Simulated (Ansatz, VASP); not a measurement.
**TlWCl6 in VASP and in Ansatz**

```xyz
8
Lattice="0.0000 5.5836 5.5836 5.5836 0.0000 5.5836 5.5836 5.5836 0.0000" Properties=species:S:1:pos:R:3 pbc="T T T"
Tl    0.0000    0.0000    0.0000
W     5.5836    5.5836    5.5836
Cl    3.2410    5.5836    5.5836
Cl    7.9263    5.5836    5.5836
Cl    5.5836    3.2410    5.5836
Cl    5.5836    7.9263    5.5836
Cl    5.5836    5.5836    3.2410
Cl    5.5836    5.5836    7.9263
```

Alike in both runs: task single point; functional PBE; k mesh 4 × 4 × 4; occupations gaussian, width 0.2 eV; collinear spin.

|  | VASP | Ansatz |
| --- | --- | --- |
| version | VASP 6.6.1 | Ansatz 0.2.0 |
| potentials or method | VASP PAW PBE potentials, release 64 (Tl_d, W_sv, Cl), cutoff 520 eV | scalar-relativistic, plane waves, PAW |
| valence electrons in the cell | 69 | 69 |

Ansatz gave:

```
gap on the k mesh at the Fermi level (eV)                     : none
pressure (GPa)                                                : 0.0
net moment per atom (μB)                                      : 0.12
size of the moment on the site where the two differ most (μB) : 0.57
```

Question: What did VASP give for the same quantities?

Answer: gap on the k mesh at the Fermi level (eV): none; pressure (GPa): 0.0; net moment per atom (μB): 0.12; size of the moment on the site where the two differ most (μB): 0.75.

Site moments also hang on the region over which each program counts them. A gap of «none» marks a metal or a gap that the smearing closes. With one functional, cell and mesh, what is left measures potentials, basis and numerics.

Neither program's run includes spin-orbit coupling.
